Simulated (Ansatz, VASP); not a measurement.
Y in VASP and in Ansatz

```xyz
1
Lattice="0.0000 2.5036 2.5036 2.4850 0.0186 2.4850 2.4850 2.4850 0.0186" Properties=species:S:1:pos:R:3 pbc="T T T"
Y     0.0000    0.0000    0.0000
```

Change from the starting cell: strain +0.0150 x Voigt [0, 0, 0, 1, 0, 0], atoms carried along.

Alike in both runs: task single point; functional r2SCAN; k mesh 16 × 16 × 16; occupations gaussian, width 0.15 eV; no spin polarisation.

|  | VASP | Ansatz |
| --- | --- | --- |
| version | VASP 6.6.1 | Ansatz 0.2.0 |
| potentials or method | VASP PAW PBE potentials, release 64 (Y_sv), cutoff 520 eV | scalar-relativistic, plane waves, PAW |
| valence electrons in the cell | 11 | 11 |

|  | VASP | Ansatz | Ansatz less VASP |
| --- | --- | --- | --- |
| gap on the k mesh at the Fermi level (eV) | none | none | - |
| pressure (GPa) | 3.5 | 3.3 | -0.13 |
| traceless stress, the component that is largest in VASP (GPa) | -0.50 | -0.50 | 0.000 |

VASP's potentials were made for PBE, not for r2SCAN. A gap of «none» marks a metal or a gap that the smearing closes. With one functional, cell and mesh, what is left measures potentials, basis and numerics.
